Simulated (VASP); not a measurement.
**AlN: single point with LDA**

Crystal: AlN.

```xyz
4
Lattice="3.1940 0.0000 0.0000 -1.5970 2.7661 0.0000 0.0000 0.0000 3.9982" Properties=species:S:1:pos:R:3 pbc="T T T"
Al    0.0000    1.8440    3.1080
Al    1.5970    0.9220    1.1089
N     0.0000    1.8440    0.7889
N     1.5970    0.9220    2.7880
```

```json
{
  "Program": "VASP 6.6.1",
  "Task": "single point",
  "Functional": "LDA",
  "Potentials or basis": "VASP PAW LDA potentials, release 64 (Al, N)",
  "Cutoff": "520 eV",
  "k mesh": "9 × 9 × 6",
  "Occupations": "gaussian, width 0.05 eV",
  "Spin": "no spin polarisation",
  "Dipole correction": "no",
  "Further INCAR settings": "ALGO = Normal; EDIFF = 1e-07; NBANDS = 16"
}
```

The pressure is 37.1 GPa and the largest force is 4.200 eV/Å. The band gap on the k mesh is 4.46 eV, indirect (least direct gap 4.58 eV).

Forces in eV/Å, atoms in the order of the input:
```
Al   0.000  0.000 -4.200
Al   0.000  0.000 -4.200
N    0.000  0.000  4.200
N    0.000  0.000  4.200
```

Stress tensor (GPa, compression positive):
```
12.38  0.00  0.00
 0.00 12.38  0.00
 0.00  0.00 86.62
```

Levels at points of the mesh, in eV from the valence-band top:
```csv
k point,band 4,band 5,band 6,band 7,band 8,band 9,band 10,band 11,band 12,band 13
"(0.00, 0.00, 0.00)",-3.05,-3.05,-1.29,-1.29,0.00,4.58,5.47,9.16,9.16,12.68
"(0.00, 0.00, 0.50)",-3.45,-2.21,-2.21,-2.21,-2.21,6.47,6.47,9.33,9.33,9.33
```

It took 7.4 s on 1 thread of Intel(R) Xeon(R) 6975P-C (Granite Rapids) (shared host), peak memory 0.13 GiB.

Caveat: forces of over 1 eV/Å act on the atoms, so gaps and moduli don't describe the material at rest. A k mesh can miss the band edges.
